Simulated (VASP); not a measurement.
Crystal: Zn.

```
Zn
1.0
     0.00000    2.73837    2.73837
     2.73837    0.00000    2.73837
     2.73837    2.73837    0.00000
Zn
2
Direct
  0.12500 0.12500 0.12500
  0.87500 0.87500 0.87500
```

This isn't the form of Zn at room conditions, which is hcp.

```yaml
Program: VASP 6.6.1
Task: relaxation of cell and atoms
Functional: RPBE
Potentials_or_basis: VASP PAW PBE potentials, release 64 (Zn)
Cutoff: 600 eV
k_mesh: 10 × 10 × 10
Occupations: fermi-dirac, width 0.1 eV
Spin: no spin polarisation
```

At the start: pressure 10.4 GPa; volume 20.53 Å³/atom.

**Question.** How do energy, volume and symmetry change on relaxing?

**Answer.** Over 5 steps the energy falls by 151.2 meV/atom and the volume is 26.92 Å³/atom (+31.1 %); space group Fd-3m (No. 227, to 0.1 Å) before and after.

Step by step:
| step | energy change (eV) | largest force (eV/Å) | pressure (GPa) | volume (Å³) |
| --- | --- | --- | --- | --- |
| 1 | 0.0000 | 0.0000 | 10.36 | 41.07 |
| 2 | -0.2803 | 0.0000 | 1.84 | 49.48 |
| 3 | -0.2991 | 0.0000 | 0.65 | 51.95 |
| 4 | -0.2910 | 0.0000 | -1.00 | 57.15 |
| 5 | -0.3025 | 0.0000 | -0.03 | 53.84 |

Final structure:
```cif
data_structure
_symmetry_space_group_name_H-M 'P 1'
_symmetry_Int_Tables_number 1
_cell_length_a 4.2386
_cell_length_b 4.2386
_cell_length_c 4.2386
_cell_angle_alpha 60.000
_cell_angle_beta 60.000
_cell_angle_gamma 60.000
_cell_volume 53.84
loop_
_atom_site_label
_atom_site_type_symbol
_atom_site_fract_x
_atom_site_fract_y
_atom_site_fract_z
_atom_site_occupancy
Zn1 Zn 0.12500 0.12500 0.12500 1
Zn2 Zn 0.87500 0.87500 0.87500 1
```

Caveat: the volume moved by over 15 % at a fixed basis, so the end points are rough; the PAW data sets were made with another functional, which shifts forces and pressure a little.
